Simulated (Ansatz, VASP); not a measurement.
## Two plane-wave programs on Zr

```
CELL_PARAMETERS angstrom
0.00000 2.26462 2.26462
2.26462 0.00000 2.26462
2.26462 2.26462 0.00000
ATOMIC_POSITIONS crystal
Zr 0.00000 0.00000 0.00000
```

Alike in both runs: task single point; functional PBE; k mesh 4 × 4 × 4; occupations gaussian, width 0.1 eV; no spin polarisation.

|  | VASP | Ansatz |
| --- | --- | --- |
| version | VASP 6.6.1 | Ansatz 0.2.0 |
| potentials or method | VASP PAW PBE potentials, release 64 (Zr_sv), cutoff 500 eV | scalar-relativistic, plane waves, PAW |
| valence electrons in the cell | 12 | 12 |

```tsv
	VASP	Ansatz	Ansatz less VASP
gap on the k mesh at the Fermi level (eV)	none	none	-
pressure (GPa)	0.9	0.8	-0.04
```

A gap of «none» marks a metal or a gap that the smearing closes. With one functional, cell and mesh, what is left measures potentials, basis and numerics.

The k mesh is coarse, so the values compare programs but aren't converged.
